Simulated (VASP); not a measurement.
Al2Ru, 3 atoms in the cell. The structure is tetragonal, space group I4/mmm (No. 139). Conventional cell: a = 3.075 Å, b = 3.075 Å, c = 8.549 Å, α = 90.00°, β = 90.00°, γ = 90.00°. Within 3.4 Å of Al (site symmetry 4mm) lie 5 Ru at 2.56 to 2.91 Å and 9 Al at 2.67 to 3.07 Å. Ru (site symmetry 4/mmm) has 10 Al at 2.56 to 2.91 Å and 4 Ru at 3.07 Å within 3.4 Å.  This cell differs from its parent crystal: strain -0.015 along x and y, +0.015 along z.

```yaml
Program: VASP 6.6.1
Task: single point
Functional: PBEsol
Potentials_or_basis: VASP PAW PBE potentials, release 64 (Al, Ru_pv)
Cutoff: 520 eV
k_mesh: 22 × 22 × 22
Occupations: gaussian, width 0.15 eV
Spin: no spin polarisation
Dipole_correction: no
Further_INCAR_settings: ALGO = Fast; EDIFF = 1e-06; NBANDS = 17
```

Potentials or basis: VASP PAW PBE potentials, release 64 (Al, Ru_pv).

Launch:

```bash
$ cat potpaw_PBE.64/Al/POTCAR potpaw_PBE.64/Ru_pv/POTCAR > POTCAR
$ mpirun -np 1 vasp_std > vasp.out
```

Hardware: 1 thread of Intel(R) Xeon(R) 6975P-C (Granite Rapids), with other jobs on the host.

How long does it take, and how much memory?

Wall time 7.6 min on 1 thread of Intel(R) Xeon(R) 6975P-C (Granite Rapids) (shared host), peak memory 0.65 GiB. Counts: scf iterations 14, k points 834.
